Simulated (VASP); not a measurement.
A run of VASP 6.6.1 is set up as follows.

File INCAR:

```
PREC = Accurate
ENCUT = 500
EDIFF = 1E-6
ISMEAR = -1
SIGMA = 0.1
LREAL = False
LASPH = True
NELM = 200
ALGO = Normal
ISIF = 2
LWAVE = False
LCHARG = False
MAGMOM = 0 0 0 0 0 0
LORBIT = 11
LSORBIT = True
GGA_COMPAT = False
LORBMOM = True
GGA = PE
IVDW = 12
NBANDS = 30
```

KPOINTS

```
Automatic mesh
0
Gamma
  7 7 7
```

Contents of POSCAR:

```
CdTe
1.0
    0.0000000000      3.2050000000      3.2050000000
    3.2050000000      0.0000000000      3.2050000000
    3.2050000000      3.2050000000      0.0000000000
Te Cd
1 1
Direct
    0.2500000000      0.2500000000      0.2500000000
    0.0000000000      0.0000000000      0.0000000000
```

Potentials or basis: VASP PAW PBE potentials, release 64 (Te, Cd).

Launch:

```console
$ cat potpaw_PBE.64/Te/POTCAR potpaw_PBE.64/Cd/POTCAR > POTCAR
$ mpirun -np 1 vasp_ncl > vasp.out
```

(1) Predict the pressure.

(2) What does it give for the net moment?

Results:

(1) 2.4 GPa.

(2) 0.00 μB per cell.

Caveat: three body term missing.
